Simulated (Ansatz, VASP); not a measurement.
# Ta2Ru: VASP beside Ansatz

File INCAR:

```
PREC = Accurate
ENCUT = 500
EDIFF = 1E-6
ISMEAR = 0
SIGMA = 0.1
LREAL = False
LASPH = True
NELM = 200
ALGO = Normal
ISIF = 2
LWAVE = False
LCHARG = True
ISPIN = 2
MAGMOM = 0 0 1
LORBIT = 11
LMAXMIX = 4
GGA = PE
LELF = True
LVHAR = True
NBANDS = 29
GGA_COMPAT = False
```

The input KPOINTS:

```
regular mesh
0
Gamma
  8 8 8
```

POSCAR

```
Ta2Ru
1.0
   -1.6009559354      1.6009559354      4.9030346507
    1.6009559354     -1.6009559354      4.9030346507
    1.6009559354      1.6009559354     -4.9030346507
Ta Ru
2 1
Direct
    0.6625190468      0.6625190468      0.0000000000
    0.3374809532      0.3374809532      0.0000000000
    0.0000000000      0.0000000000      0.0000000000
```

Input for Ansatz:

```yaml
crystal:
  lattice:
    - [-1.6009559354, 1.6009559354, 4.9030346507]
    - [1.6009559354, -1.6009559354, 4.9030346507]
    - [1.6009559354, 1.6009559354, -4.9030346507]
  atoms:
    - { symbol: Ta, position: [0.6625190468, 0.6625190468, 0.0] }
    - { symbol: Ta, position: [0.3374809532, 0.3374809532, 0.0] }
    - { symbol: Ru, position: [0.0, 0.0, 0.0], spin: 1.0 }
basis:
  ecutwfc: 420
kpoints:
  mp_grid: { grid: [8, 8, 8] }
hamiltonian:
  xc: pbe
scf:
  occupations: { method: gaussian, width: 0.1 }
  lower_state_search: "off"
output:
  forces: true
  stress: true
  eigenvalues: true
  populations: true
magnetization:
  spin_polarized: true
```

Alike in both runs: task single point; functional PBE; k mesh 8 × 8 × 8; occupations gaussian, width 0.1 eV; collinear spin.

|  | VASP | Ansatz |
| --- | --- | --- |
| version | VASP 6.6.1 | Ansatz 0.2.0 |
| potentials or method | VASP PAW PBE potentials, release 64 (Ta_pv, Ru_pv), cutoff 500 eV | scalar-relativistic, plane waves, PAW |
| valence electrons in the cell | 36 | 42 |

|  | VASP | Ansatz | Ansatz less VASP |
| --- | --- | --- | --- |
| gap on the k mesh at the Fermi level (eV) | none | none | - |
| pressure (GPa) | -0.1 | -0.2 | -0.08 |
| traceless stress, the component that is largest in VASP (GPa) | -0.52 | -0.53 | -0.005 |
| rms of the force components (eV/Å) | 0.007 | 0.009 | +0.0025 |
| net moment per atom (μB) | 0.01 | 0.00 | -0.010 |

Atom by atom the forces differ by 0.002 eV/Å (rms over components). A gap of «none» marks a metal or a gap that the smearing closes. With one functional, cell and mesh, what is left measures potentials, basis and numerics. VASP's potentials hold 36 valence electrons a cell and Ansatz's 42, so a difference there can come from the potentials and not from the codes. Ansatz's warnings: seeded moment not kept.

Neither program's run includes spin-orbit coupling.
